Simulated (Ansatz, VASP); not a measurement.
**Two plane-wave programs on InP**

File INCAR:

```
PREC = Accurate
ENCUT = 520
EDIFF = 1E-6
ISMEAR = 0
SIGMA = 0.01
LREAL = False
LASPH = True
NELM = 80
ALGO = Normal
ISIF = 2
LWAVE = False
LCHARG = False
GGA = CA
NBANDS = 16
```

KPOINTS

```
regular mesh
0
Gamma
  7 7 7
```

POSCAR

```
InP
1.0
    0.0000000000      2.9305000000      2.9305000000
    2.9305000000      0.0000000000      2.9305000000
    2.9305000000      2.9305000000      0.0000000000
In P
1 1
Direct
    0.0000000000      0.0000000000      0.0000000000
    0.2500000000      0.2500000000      0.2500000000
```

Input for Ansatz:

```yaml
crystal:
  lattice:
    - [0.0, 2.9305, 2.9305]
    - [2.9305, 0.0, 2.9305]
    - [2.9305, 2.9305, 0.0]
  atoms:
    - { symbol: In, position: [0.0, 0.0, 0.0] }
    - { symbol: P, position: [0.25, 0.25, 0.25] }
accuracy: high
basis:
  ecutwfc: 435.382179935808
kpoints:
  mp_grid:
    grid: [7, 7, 7]
    shift: [0.0, 0.0, 0.0]
hamiltonian:
  xc: lda
scf:
  convergence:
    dr2_threshold: 1.0e-07
  occupations:
    method: fixed
output:
  write_density: true
  band_densities:
    - { bands: [v1, v1] }
    - { bands: [c1, c1] }
  bader: true
```

Alike in both runs: task single point; functional LDA; k mesh 7 × 7 × 7; no spin polarisation.

```csv
,VASP,Ansatz
version,VASP 6.6.1,Ansatz 0.2.0
potentials or method,"VASP PAW LDA potentials, release 64 (In_d, P), cutoff 520 eV","plane waves, PAW"
occupations,"gaussian, width 0.01 eV",fixed
valence electrons in the cell,18,18
```

|  | VASP | Ansatz | Ansatz less VASP |
| --- | --- | --- | --- |
| gap on the k mesh at the Fermi level (eV) | 0.51 | 0.48 | -0.029 |

LDA's correlation is that of Perdew and Zunger in VASP and of Perdew and Wang (1992) in Ansatz.
